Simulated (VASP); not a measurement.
Input of a VASP 6.6.1 run:

File INCAR:

```
SYSTEM = H8C2O
PREC = Accurate
ENCUT = 520
EDIFF = 1E-6
ISMEAR = -1
SIGMA = 0.02
LREAL = Auto
LASPH = .TRUE.
NELM = 120
ALGO = Normal
ISIF = 2
LWAVE = .FALSE.
LCHARG = .FALSE.
GGA = PE
NBANDS = 55
GGA_COMPAT = .FALSE.
```

The input KPOINTS:

```
regular mesh
0
G
  1 1 1
  0 0 0
```

File POSCAR:

```
H8C2O
1.0
    6.6767950000      0.0000000000      0.0000000000
    0.0000000000      6.6767950000      0.0000000000
    0.0000000000      0.0000000000      6.6767950000
H C O
24 6 3
Direct
   -0.3580011068      0.4896810521     -0.2416728385
   -0.4339656976      0.4530916405     -0.1794423822
   -0.0324257372      0.3559342469      0.8415265108
   -0.0775072471      0.2611881898      0.8755697906
    0.3072432207      1.2491921648      0.7600652708
    0.2648725923      1.3517413669      0.7870692450
    0.5570636810      0.5347625620      0.5408882555
    0.5172242071      0.2050235180      0.5836482923
    0.6899867376      0.2286426347      0.3799727264
    0.3631383021      0.0189462160      0.3169035443
    0.2265308430      0.2327464000      0.4795863884
    0.2956658097      0.2294663832      0.2043944737
    0.4762464626      0.6253000130      0.2592711024
    0.1519741133      0.7505996515      0.2274893867
    0.2330159905      0.5275734840      0.1475857803
    0.0556105137      0.6552694818     -0.1093638490
    0.2266356837      0.8950402102     -0.0862240042
    0.2963697403      0.6821985698     -0.2014289790
    0.7220829754      0.9320340073      0.1041966992
    0.8372130641      0.7015192169      0.3490596911
    0.6347356778      0.7975383399      0.4686679762
    1.0278434488      0.8051018490      0.6349453593
    1.0674732413      1.0111737742      0.4909391407
    0.8628391316      1.0360959113      0.6517498291
    0.3339326728      0.1878446171      0.3521300265
    0.5415622316      0.2674187241      0.4366166701
    0.1960970795      0.7411939411     -0.0955548283
    0.2461510350      0.6828875231      0.1125090706
    0.9343704577      0.9236317724      0.5403790292
    0.7842834773      0.8451060726      0.3940064058
    0.5187219317      0.4804550686      0.4144503463
    0.4482090584      0.7099214518      0.1379104795
    0.7049340290      0.9736857280      0.2483676674
```

Potentials or basis: VASP PAW PBE potentials, release 64 (H, C, O).

Run with:

```console
$ cat potpaw_PBE.64/H/POTCAR potpaw_PBE.64/C/POTCAR potpaw_PBE.64/O/POTCAR > POTCAR
$ mpirun -np 1 vasp_gam > vasp.out
```

(1) What does it give for the pressure?

(2) Estimate the largest force.

(3) Predict the band gap on the k mesh.

## Answers

(1) 4.6 GPa.

(2) 3.482 eV/Å.

(3) 4.43 eV.

Caveat: the k points lie up to 0.94 Å⁻¹ apart, too coarse for converged energies, forces and pressures; the atoms stand as in a frame of molecular dynamics.
